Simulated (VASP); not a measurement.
Na, 2 atoms in the cell. It takes space group P6_3/mmc (No. 194, hexagonal). The conventional cell has a = 3.767 Å, b = 3.767 Å, c = 6.462 Å, α = 90.00°, β = 90.00°, γ = 120.00°. Na (site symmetry -6m2) has 12 Na at 3.77 to 3.89 Å within 4.9 Å.  This cell differs from its parent crystal: strain +0.000 along x and y, +0.050 along z.

| Quantity | Value |
| --- | --- |
| Program | VASP 6.6.1 |
| Task | single point |
| Functional | PBEsol |
| Potentials or basis | VASP PAW PBE potentials, release 64 (Na_pv) |
| Cutoff | 520 eV |
| k mesh | 12 × 12 × 8 |
| Occupations | gaussian, width 0.15 eV |
| Spin | no spin polarisation |
| Dipole correction | no |
| Further INCAR settings | ALGO = Fast; EDIFF = 1e-06; NBANDS = 14 |

Potentials or basis: VASP PAW PBE potentials, release 64 (Na_pv).

Command:

```console
$ cat potpaw_PBE.64/Na_pv/POTCAR > POTCAR
$ mpirun -np 1 vasp_std > vasp.out
```

Hardware: 1 thread of Intel(R) Xeon(R) 6975P-C (Granite Rapids), with other jobs on the host.

**Question.** Estimate the wall time of this run.

**Answer.** Run time: 41 s on 1 thread of Intel(R) Xeon(R) 6975P-C (Granite Rapids), with other jobs on the host, peak memory 0.22 GiB. Counts: scf iterations 13, k points 95.
